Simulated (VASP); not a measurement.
Crystal: GaP.

```
Ga P
1.0
     0.00000    2.72541    2.72541
     2.72541    0.00000    2.72541
     2.72541    2.72541    0.00000
Ga P
1 1
Direct
  0.00000 0.00000 0.00000
  0.25000 0.25000 0.25000
```

Base run:

* Program: VASP 6.6.1
* Functional: r2SCAN
* Potentials or basis: VASP PAW PBE potentials, release 64 (Ga_d, P)
* Cutoff: 550 eV
* k mesh: 8 × 8 × 8
* Occupations: gaussian, width 0.01 eV
* Spin: no spin polarisation

Its results: band gap on the k mesh 1.90 eV, indirect (least direct gap 2.34 eV); pressure 0.0 GPa.

Q: The run is repeated on the same cell with these changes: functional from r2SCAN to PBE; cutoff from 550 eV to 500 eV. What comes out?

A: Band gap on the k mesh 1.64 eV, indirect (least direct gap 1.82 eV); pressure 2.4 GPa.

r2SCAN gives the wider gap, since meta-GGAs in the generalised Kohn-Sham scheme recover part of the derivative discontinuity.

Caveats: the PAW data sets were made with another functional, which shifts forces and pressure a little (some runs).

A k mesh can miss the band edges.
